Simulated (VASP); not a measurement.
A run of VASP 6.6.1 is set up as follows.

POSCAR

```
As
1.0
    1.7950784285      1.0363890139      5.0542643309
   -1.7950784285      1.0363890139      5.0542643309
    0.0000000000     -2.0727780278      5.0542643309
As
2
Direct
    0.7883402482      0.7883402482      0.7883402482
    0.2116597518      0.2116597518      0.2116597518
```

Contents of INCAR.step1:

```
ALGO = Normal
EDIFF = 1E-4
ENCUT = 520
GGA = PE
ISMEAR = 0
LASPH = True
LCHARG = False
LREAL = False
LWAVE = True
NBANDS = 12
NELM = 80
PREC = Accurate
SIGMA = 0.3
```

The input INCAR.step2:

```
ALGO = Normal
EDIFF = 1E-6
ENCUT = 520
ISIF = 2
ISMEAR = 0
ISTART = 1
LASPH = True
LCHARG = False
LMIXTAU = True
LREAL = False
LWAVE = False
METAGGA = R2SCAN
NBANDS = 12
NELM = 80
PREC = Accurate
SIGMA = 0.3
```

The input KPOINTS:

```
k-points
0
Gamma
  10 10 10
```

Potentials or basis: VASP PAW PBE potentials, release 64 (As).

Launch:

```sh
$ cat potpaw_PBE.64/As/POTCAR > POTCAR
$ cp INCAR.step1 INCAR
$ mpirun -np 1 vasp_std > vasp.out
$ cp INCAR.step2 INCAR
$ mpirun -np 1 vasp_std > vasp.out
```

Task: What does it give for the largest force?

Result: 0.059 eV/Å.

Task: What does it give for the band gap on the k mesh?

Result: 0.61 eV (least direct gap 1.15 eV).

Task: What does it give for the pressure?

Result: 0.1 GPa.

Forces in eV/Å, atoms in the order of the input:
```
As   0.000  0.000 -0.059
As   0.000  0.000  0.059
```

Caveat: the PAW data sets were made with another functional, which shifts forces and pressure a little. A k mesh can miss the band edges.
